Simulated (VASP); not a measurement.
Crystal: Ag3Au.

```xyz
4
Lattice="4.0850 0.0000 0.0000 0.0000 4.0850 0.0000 0.0000 0.0000 4.0850" Properties=species:S:1:pos:R:3 pbc="T T T"
Au    0.0000    0.0000    0.0000
Ag    0.0000    2.0425    2.0425
Ag    2.0425    0.0000    2.0425
Ag    2.0425    2.0425    0.0000
```

| Item | Value |
| --- | --- |
| Program | VASP 6.6.1 |
| Task | relaxation of cell and atoms |
| Functional | LDA |
| Potentials or basis | VASP PAW LDA potentials, release 64 (Au, Ag) |
| Cutoff | 600 eV |
| k mesh | 4 × 4 × 4 |
| Occupations | fermi-dirac, width 0.1 eV |
| Spin | no spin polarisation |

At the start: pressure -7.4 GPa; volume 17.04 Å³/atom.

Question: How do energy, volume and symmetry change on relaxing?

Answer: Over 3 steps the energy falls by 23.1 meV/atom and the volume is 16.12 Å³/atom (-5.4 %); space group Pm-3m (No. 221, to 0.05 Å).

Step by step:
```
step  energy change (eV)  largest force (eV/Å)  pressure (GPa)  volume (Å³)
   1              0.0000                0.0000           -7.44        68.17
   2              0.0297                0.0000           11.10        60.65
   3             -0.0925                0.0000           -0.10        64.47
```

Final structure:
```xyz
4
Lattice="4.0098 0.0000 0.0000 0.0000 4.0098 0.0000 0.0000 0.0000 4.0098" Properties=species:S:1:pos:R:3 pbc="T T T"
Au    0.0000    0.0000    0.0000
Ag    0.0000    2.0049    2.0049
Ag    2.0049    0.0000    2.0049
Ag    2.0049    2.0049    0.0000
```

Caveat: the k points lie up to 0.39 Å⁻¹ apart in the final cell.
